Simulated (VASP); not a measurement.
Here is a VASP 6.6.1 calculation.

Contents of POSCAR:

```
ScAl3
1.0
    4.0855365686      0.0000000000      0.0000000000
    0.0000000000      4.0855365686      0.0000000000
    0.0000000000      0.0000000000      4.0855365686
Sc Al
1 3
Direct
    0.0000000000      0.0000000000      0.0000000000
    0.5000000000      0.0000000000      0.5000000000
    0.0000000000      0.5000000000      0.5000000000
    0.5000000000      0.5000000000      0.0000000000
```

The input INCAR.step1:

```
  ALGO = Normal
  EDIFF = 1E-4
  ENCUT = 520
  GGA = PE
  ISMEAR = 0
  LASPH = True
  LCHARG = False
  LREAL = False
  LWAVE = True
  NBANDS = 18
  NELM = 60
  PREC = Accurate
  SIGMA = 0.1
```

File INCAR.step2:

```
  ALGO = Normal
  EDIFF = 1E-7
  ENCUT = 520
  ISIF = 2
  ISMEAR = 0
  ISTART = 1
  LASPH = True
  LCHARG = False
  LMIXTAU = True
  LREAL = False
  LWAVE = False
  METAGGA = R2SCAN
  NBANDS = 18
  NELM = 60
  PREC = Accurate
  SIGMA = 0.1
```

The input KPOINTS:

```
k-points
0
Gamma
  14 14 14
```

Potentials or basis: VASP PAW PBE potentials, release 64 (Sc_sv, Al).

Command:

```sh
$ cat potpaw_PBE.64/Sc_sv/POTCAR potpaw_PBE.64/Al/POTCAR > POTCAR
$ cp INCAR.step1 INCAR
$ mpirun -np 1 vasp_std > vasp.out
$ cp INCAR.step2 INCAR
$ mpirun -np 1 vasp_std > vasp.out
```

**Question.** Predict the pressure.

**Answer.** 0.0 GPa.

**Question.** Estimate the band gap on the k mesh.

**Answer.** Zero (band 10 reaches 8.31 eV, above the bottom of band 11 at 4.05 eV).

Caveat: the PAW data sets were made with another functional, which shifts forces and pressure a little.
